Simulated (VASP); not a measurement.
## NdZrS2: single point with PBE

NdZrS2:

```
Nd Zr S
1.0
     3.75101    0.00000    0.00000
    -1.87550    3.24847    0.00000
     0.00000    0.00000   15.46606
Nd Zr S
2 2 4
Direct
  0.66667 0.33333 0.73813
  0.33333 0.66667 0.23813
  0.66667 0.33333 0.96908
  0.33333 0.66667 0.46908
  0.66667 0.33333 0.37075
  0.33333 0.66667 0.62805
  0.33333 0.66667 0.87075
  0.66667 0.33333 0.12805
```

The cell was generated, and may not be a known phase.

| Item | Value |
| --- | --- |
| Program | VASP 6.6.1 |
| Task | single point |
| Functional | PBE |
| Potentials or basis | VASP PAW PBE potentials, release 64 (Nd_3, Zr_sv, S), 4f in core |
| Cutoff | 500 eV |
| k mesh | 5 × 5 × 2 |
| Occupations | gaussian, width 0.2 eV |
| Spin | no spin polarisation |

```
Pressure               : 0.0 GPa
Largest force          : 0.036 eV/Å
Band gap on the k mesh : zero (bands 35 and 36 overlap by 0.73 eV)
```

Forces in eV/Å, atoms in the order of the input:
```
Nd   0.000  0.000  0.010
Nd   0.000  0.000  0.010
Zr   0.000  0.000  0.036
Zr   0.000  0.000  0.036
S    0.000  0.000 -0.032
S    0.000  0.000 -0.014
S    0.000  0.000 -0.032
S    0.000  0.000 -0.014
```

Levels at points of the mesh, in eV from the Fermi level:
```csv
k point,band 31,band 32,band 33,band 34,band 35,band 36,band 37,band 38,band 39,band 40
"(0.00, 0.00, 0.00)",-2.55,-2.55,-1.05,-0.55,0.58,0.58,0.72,0.72,1.04,1.05
"(0.00, 0.00, 0.50)",-2.60,-2.60,-0.80,-0.80,0.63,0.63,0.63,0.63,0.97,0.97
```

Run time: 69 s on 1 thread of Intel(R) Xeon(R) Platinum 8559C (Emerald Rapids) (shared host), peak memory 0.32 GiB.

Caveat: the k points lie up to 0.39 Å⁻¹ apart, too coarse for converged energies and pressures of a metal; spin-orbit coupling is left out, which moves the levels of the heavy elements; the 4f electrons are frozen in the core, so they carry no moment and show no levels; the run has no spin polarisation, though such a crystal can be magnetic. With open d or f shells a metallic result of PBE can be an artefact of self-interaction; +U or a hybrid may open a gap.
